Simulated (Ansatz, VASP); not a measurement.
## B in VASP and in Ansatz

```xyz
2
Lattice="-1.8729 1.8729 1.0217 1.8729 -1.8729 1.0217 1.8729 1.8729 -1.0217" Properties=species:S:1:pos:R:3 pbc="T T T"
B     0.0000    0.0000    0.0000
B     0.0000    1.8729    0.5108
```

Alike in both runs: task relaxation of cell and atoms; functional PBE; k mesh 10 × 10 × 10; occupations gaussian, width 0.1 eV; no spin polarisation.

|  | VASP | Ansatz |
| --- | --- | --- |
| version | VASP 6.6.1 | Ansatz 0.2.0 |
| potentials or method | VASP PAW PBE potentials, release 64 (B), cutoff 600 eV | scalar-relativistic, plane waves, PAW |
| valence electrons in the cell | 6 | 6 |

VASP gave:

- gap on the k mesh at the Fermi level, each at its own relaxed structure (eV): none
- relaxed volume (Å³/atom): 8.04
- relaxed cell length with the largest relative difference (Å): 3.273

Estimate Ansatz's values.

gap on the k mesh at the Fermi level, each at its own relaxed structure (eV): none; relaxed volume (Å³/atom): 8.03; relaxed cell length with the largest relative difference (Å): 3.271.

A gap of «none» marks a metal or a gap that the smearing closes.
